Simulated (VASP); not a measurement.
Write the native input for VASP 6.6.1 that does the following.

```yaml
Task: electric field gradients
Functional: PBEsol
Potentials_or_basis: VASP PAW PBE potentials, release 64 (C)
Cutoff: 520 eV
k_mesh: 18 × 18 × 18
Occupations: fermi-dirac, width 0.05 eV
Spin: no spin polarisation
Dipole_correction: no
Further_INCAR_settings: ALGO = Normal; EDIFF = 1e-08; NBANDS = 11
```

The structure of C lies in POSCAR:

```
C
1.0
    0.0000000000      2.0631900000      3.3480000000
    1.1911600000      0.0000000000      3.3480000000
    1.1911600000      2.0631900000      0.0000000000
C
2
Direct
    0.1666700000      0.8333300000      0.1666700000
    0.8333300000      0.1666700000      0.8333300000
```

This cell differs from its parent crystal: equal xx and yy strain of -3 %.

One way to write it, as run:

INCAR

```
SYSTEM = C
ALGO = Normal
EDIFF = 1E-8
ENCUT = 520
GGA = PS
ISIF = 2
ISMEAR = -1
LASPH = .TRUE.
LCHARG = .FALSE.
LEFG = .TRUE.
LREAL = .FALSE.
LWAVE = .FALSE.
NBANDS = 11
NELM = 80
PREC = Accurate
SIGMA = 0.05
```

KPOINTS

```
k-points
0
G
  18 18 18
  0 0 0
```

Potentials or basis: VASP PAW PBE potentials, release 64 (C).

Launch:

```console
$ cat potpaw_PBE.64/C/POTCAR > POTCAR
$ mpirun -np 1 vasp_std > vasp.out
```

Results of the run:

The pressure is 31.7 GPa, the largest force is 0.003 eV/Å and the band gap on the k mesh is 0.08 eV, indirect (least direct gap 0.15 eV).

Caveat: the cell differs from its parent crystal (equal xx and yy strain of -3 %); without QUAD_EFG the Cq values of the log hold for a quadrupole moment of 1 mb, not for the nuclei; the PAW data sets were made with another functional, which shifts forces and pressure a little.

Run time: 3.1 min on 1 thread of Intel Xeon 6975P-C, on a shared host, peak memory 0.24 GiB.
